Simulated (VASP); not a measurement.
# MgO (Fm-3m) in VASP: notebook, part 2 of 2

VASP 6.6.1. The steps go on from the part before.

## 3. Vibrations by perturbation theory, PBEsol

Contents of INCAR:

```
SYSTEM = MgO
ALGO = Normal
EDIFF = 1E-8
ENCUT = 520
GGA = PS
IBRION = 8
ISIF = 2
ISMEAR = 0
LASPH = .True.
LCHARG = .False.
LEPSILON = .True.
LREAL = .False.
LWAVE = .False.
NELM = 80
NSW = 1
PREC = Accurate
SIGMA = 0.01
```

Contents of KPOINTS:

```
k-points
0
Gamma
  8 8 8
  0 0 0
```

Contents of POSCAR:

```
MgO
1.0
    0.0000000000      2.0970013927      2.0970013927
    2.0970013927      0.0000000000      2.0970013927
    2.0970013927      2.0970013927      0.0000000000
Mg O
1 1
Direct
    0.0000000000      0.0000000000      0.0000000000
    0.5000000000      0.5000000000      0.5000000000
```

Potentials or basis: VASP PAW PBE potentials, release 64 (Mg, O).

Run with:

```bash
> cat potpaw_PBE.64/Mg/POTCAR potpaw_PBE.64/O/POTCAR > POTCAR
> mpirun -np 1 vasp_std > vasp.out
```

OUTCAR:

```text
SYSTEM = MgO
   EDIFF = 1E-8
   ENCUT = 520
   GGA = PS
   IBRION = 8
   ISIF = 2
   ISMEAR = 0
   LASPH = .True.
   LEPSILON = .True.
   LREAL = .False.
   NELM = 80
   NSW = 1
   PREC = Accurate

 ion  position               nearest neighbor table
   1  0.000  0.000  0.000-   2 2.10   2 2.10   2 2.10   2 2.10   2 2.10   2 2.10
   2  0.500  0.500  0.500-   1 2.10   1 2.10   1 2.10   1 2.10   1 2.10   1 2.10
[... 595 lines left out ...]
      0.000000  0.000000  0.000000    -0.431918   -0.392199    0.236726
      2.097001  2.097001  2.097001     0.532964    0.483952   -0.292108
[... 21 lines left out ...]
   6 f/i=    0.006931 THz     0.043548 2PiTHz    0.231189 cm-1     0.028664 meV
             X         Y         Z           dx          dy          dz
      0.000000  0.000000  0.000000     0.311771   -0.639231   -0.312681
      2.097001  2.097001  2.097001     0.252662   -0.518038   -0.253399

--------------------------------------------------------------------------------------------------------

 MACROSCOPIC STATIC DIELECTRIC TENSOR IONIC CONTRIBUTION
 ------------------------------------------------------
           6.529953    -0.000000     0.000000
          -0.000000     6.529953     0.000000
           0.000000     0.000000     6.529953
 ------------------------------------------------------

 ELASTIC MODULI CONTR FROM IONIC RELAXATION (kBar)
 Direction    XX          YY          ZZ          XY          YZ          ZX
 --------------------------------------------------------------------------------
 XX           0.0000      0.0000      0.0000      0.0000      0.0000      0.0000
 YY           0.0000      0.0000      0.0000      0.0000      0.0000      0.0000
 ZZ           0.0000      0.0000      0.0000      0.0000      0.0000      0.0000
 XY           0.0000      0.0000      0.0000      0.0000      0.0000      0.0000
 YZ           0.0000      0.0000      0.0000      0.0000      0.0000      0.0000
 ZX           0.0000      0.0000      0.0000      0.0000      0.0000      0.0000
 --------------------------------------------------------------------------------

 PIEZOELECTRIC TENSOR IONIC CONTR  for field in x, y, z        (C/m^2)
          XX          YY          ZZ          XY          YZ          ZX
  --------------------------------------------------------------------------------
  x     0.00000     0.00000     0.00000     0.00000     0.00000     0.00000
  y     0.00000     0.00000     0.00000     0.00000     0.00000     0.00000
  z     0.00000     0.00000     0.00000     0.00000     0.00000     0.00000
```

stdout:

```text
POSCAR found type information on POSCAR MgO
 POSCAR found :  2 types and       2 ions
 scaLAPACK will be used
 -----------------------------------------------------------------------------
|                                                                             |
|                                                                             |
[... 39 lines left out ...]
 first order change of Fermi-energy   0.46848E-04
 force on displaced ion       1 direction 1 :  -5.770   0.000   0.000
 Born effective charge ion    1 direction 1 :   1.960   0.000   0.000
 Linear response progress:
 first order change of Fermi-energy   0.11143E-02
 force on displaced ion       2 direction 1 :  -5.784   0.000   0.000
 Born effective charge ion    2 direction 1 :  -1.961   0.000   0.000
 Born effective charges drift removed
 Linear response finished
```

It took 63 s on 1 thread of Intel Xeon Platinum 8488C (Sapphire Rapids), shared host; peak memory 0.17 GiB.

What came out:

* Electronic dielectric tensor (diagonal): 3.15
* Born charges (mean of the diagonal): Mg +1.96; O -1.96 e
* Highest phonon frequency at Γ, LO-TO splitting left out: 404 cm⁻¹

Phonon frequencies in cm⁻¹ (negative: imaginary):
| q point | frequencies |
| --- | --- |
| (0.000, 0.000, 0.000) | 0 0 0 404 404 404 |

Electronic dielectric tensor:
```
3.15 0.00 0.00
0.00 3.15 0.00
0.00 0.00 3.15
```

Born effective charge tensors (e):
atom 1, Mg
```
1.96 0.00 0.00
0.00 1.96 0.00
0.00 0.00 1.96
```
atom 2, O
```
-1.96  0.00  0.00
 0.00 -1.96  0.00
 0.00  0.00 -1.96
```

Caveat: the cell wasn't relaxed at this level first, which shifts response properties; the PAW data sets were made with another functional, which shifts forces and pressure a little.

## 4. Elastic constants, PBEsol

Contents of INCAR:

```
SYSTEM = MgO
  ALGO = Normal
  EDIFF = 1E-8
  ENCUT = 600
  GGA = PS
  IBRION = 6
  ISIF = 3
  ISMEAR = 0
  LASPH = .True.
  LCHARG = .False.
  LREAL = .False.
  LWAVE = .False.
  NBANDS = 11
  NELM = 80
  NFREE = 2
  NSW = 1
  POTIM = 0.015
  PREC = Accurate
  SIGMA = 0.01
```

KPOINTS is that of step 3.

POSCAR is that of step 3.

Run with:

```bash
> cat potpaw_PBE.64/Mg/POTCAR potpaw_PBE.64/O/POTCAR > POTCAR
> mpirun -np 1 vasp_std > vasp.out
```

It took 1.9 min on 1 thread of Intel Xeon Platinum 8488C (Sapphire Rapids), shared host; peak memory 0.21 GiB.

It converged, with:

- Elastic constants C11, C12, C44: 314, 92, 148 GPa
- Voigt bulk modulus: 166 GPa
- Highest phonon frequency at Γ, LO-TO splitting left out: 404 cm⁻¹

Phonon frequencies in cm⁻¹ (negative: imaginary):
```tsv
q point	frequencies
(0.000, 0.000, 0.000)	0 0 0 404 404 404
```

Elastic tensor in Voigt notation (GPa, in the Cartesian axes of the cell as first typed):
```
314  92  92   0   0   0
 92 314  92   0   0   0
 92  92 314   0   0   0
  0   0   0 148   0   0
  0   0   0   0 148   0
  0   0   0   0   0 148
```

Clamped-ion elastic tensor (GPa):
```
314  92  92   0   0   0
 92 314  92   0   0   0
 92  92 314   0   0   0
  0   0   0 148   0   0
  0   0   0   0 148   0
  0   0   0   0   0 148
```

Caveat: the cell is under stress, which shifts elastic constants; the PAW data sets were made with another functional, which shifts forces and pressure a little.

## 5. Vibrations by perturbation theory, LDA

Contents of INCAR:

```
SYSTEM = MgO
ALGO = Normal
EDIFF = 1E-8
ENCUT = 520
GGA = CA
IBRION = 8
ISIF = 2
ISMEAR = -1
LASPH = .True.
LCHARG = .False.
LREAL = .False.
LWAVE = .False.
NELM = 60
NSW = 1
PREC = Accurate
SIGMA = 0.05
```

KPOINTS is that of step 4.

POSCAR is that of step 4.

Potentials or basis: VASP PAW LDA potentials, release 64 (Mg, O).

Run with:

```bash
> cat potpaw_LDA.64/Mg/POTCAR potpaw_LDA.64/O/POTCAR > POTCAR
> mpirun -np 1 vasp_std > vasp.out
```

OUTCAR:

```text
SYSTEM = MgO
   EDIFF = 1E-8
   ENCUT = 520
   GGA = CA
   IBRION = 8
   ISIF = 2
   ISMEAR = -1
   LASPH = .True.
   LREAL = .False.
   NELM = 60
   NSW = 1
   PREC = Accurate

 ion  position               nearest neighbor table
   1  0.000  0.000  0.000-   2 2.10   2 2.10   2 2.10   2 2.10   2 2.10   2 2.10
   2  0.500  0.500  0.500-   1 2.10   1 2.10   1 2.10   1 2.10   1 2.10   1 2.10

  LATTYP: Found a face centered cubic cell.
[... 523 lines left out ...]
               1X          1Y          1Z          2X          2Y          2Z
  1X    -5.404292    0.000000    0.000000    5.404292    0.000000    0.000000
  1Y     0.000000   -5.404292    0.000000    0.000000    5.404292    0.000000
  1Z     0.000000    0.000000   -5.404292    0.000000    0.000000    5.404292
  2X     5.416158    0.000000    0.000000   -5.416158    0.000000    0.000000
  2Y     0.000000    5.416158    0.000000    0.000000   -5.416158    0.000000
  2Z     0.000000    0.000000    5.416158    0.000000    0.000000   -5.416158

 Eigenvectors and eigenvalues of the dynamical matrix
 ----------------------------------------------------

   1 f  =   11.707905 THz    73.562935 2PiTHz  390.533668 cm-1    48.419982 meV
             X         Y         Z           dx          dy          dz
      0.000000  0.000000  0.000000     0.627742    0.048875    0.000000
      2.097001  2.097001  2.097001    -0.774542   -0.060304    0.000000
[... 21 lines left out ...]
   6 f/i=    0.006280 THz     0.039461 2PiTHz    0.209492 cm-1     0.025974 meV
             X         Y         Z           dx          dy          dz
      0.000000  0.000000  0.000000     0.734112   -0.254226    0.000000
      2.097001  2.097001  2.097001     0.594975   -0.206042    0.000000

--------------------------------------------------------------------------------------------------------

 ELASTIC MODULI CONTR FROM IONIC RELAXATION (kBar)
 Direction    XX          YY          ZZ          XY          YZ          ZX
 --------------------------------------------------------------------------------
 XX           0.0000      0.0000      0.0000      0.0000      0.0000      0.0000
 YY           0.0000      0.0000      0.0000      0.0000      0.0000      0.0000
 ZZ           0.0000      0.0000      0.0000      0.0000      0.0000      0.0000
 XY           0.0000      0.0000      0.0000      0.0000      0.0000      0.0000
 YZ           0.0000      0.0000      0.0000      0.0000      0.0000      0.0000
 ZX           0.0000      0.0000      0.0000      0.0000      0.0000      0.0000
 --------------------------------------------------------------------------------
```

stdout:

```text
POSCAR found type information on POSCAR MgO
 POSCAR found :  2 types and       2 ions
 scaLAPACK will be used
 LDA part: xc-table for (Slater(with rela. corr.)+CA(PZ))
 , standard interpolation
 POSCAR, INCAR and KPOINTS ok, starting setup
 FFT: planning ... GRIDC
 FFT: planning ... GRID_SOFT
 FFT: planning ... GRID
 WAVECAR not read
 entering main loop
 Linear response reoptimize wavefunctions to high precision
 Linear response DOF=           2
 Linear response progress:
 first order change of Fermi-energy   0.41899E-04
 force on displaced ion       1 direction 1 :  -5.404   0.000   0.000
 Linear response progress:
 first order change of Fermi-energy   0.10112E-02
 force on displaced ion       2 direction 1 :  -5.416   0.000   0.000
 Linear response finished
```

Wall time 41 s (1 thread of Intel Xeon 8259CL, shared host); peak memory 0.16 GiB.

Results:

```
Highest phonon frequency at Γ, LO-TO splitting left out : 391 cm⁻¹
```

Phonon frequencies in cm⁻¹ (negative: imaginary):
```
              q point        frequencies
(0.000, 0.000, 0.000)  0 0 0 391 391 391
```

Caveat: the cell wasn't relaxed at this level first, which shifts response properties.

## 6. Elastic constants, PBE

Contents of INCAR:

```
SYSTEM = MgO
  PREC = Accurate
  ENCUT = 600
  EDIFF = 1E-8
  ISMEAR = -1
  SIGMA = 0.05
  LREAL = .False.
  LASPH = .True.
  NELM = 80
  ALGO = Normal
  ISIF = 3
  LWAVE = .False.
  LCHARG = .False.
  GGA = PE
  IBRION = 6
  NFREE = 2
  POTIM = 0.015
  NSW = 1
```

Contents of KPOINTS:

```
regular mesh
0
Gamma
  8 8 8
  0 0 0
```

POSCAR is that of step 5.

Potentials or basis: VASP PAW PBE potentials, release 64 (Mg, O).

Run with:

```bash
> cat potpaw_PBE.64/Mg/POTCAR potpaw_PBE.64/O/POTCAR > POTCAR
> mpirun -np 1 vasp_std > vasp.out
```

It took 77 s on 1 thread of Intel Xeon Platinum 8488C (Sapphire Rapids), shared host; peak memory 0.19 GiB.

It converged, with:

| Item | Value |
| --- | --- |
| Elastic constants C11, C12, C44 | 322, 94, 149 GPa |
| Voigt bulk modulus | 170 GPa |
| Highest phonon frequency at Γ, LO-TO splitting left out | 408 cm⁻¹ |

Phonon frequencies in cm⁻¹ (negative: imaginary):
| q point | frequencies |
| --- | --- |
| (0.000, 0.000, 0.000) | 0 0 0 408 408 408 |

Elastic tensor in Voigt notation (GPa, in the Cartesian axes of the cell as first typed):
```
322  94  94   0   0   0
 94 322  94   0   0   0
 94  94 322   0   0   0
  0   0   0 149   0   0
  0   0   0   0 149   0
  0   0   0   0   0 149
```

Clamped-ion elastic tensor (GPa):
```
322  94  94   0   0   0
 94 322  94   0   0   0
 94  94 322   0   0   0
  0   0   0 149   0   0
  0   0   0   0 149   0
  0   0   0   0   0 149
```

Caveat: the cell is under stress, which shifts elastic constants.
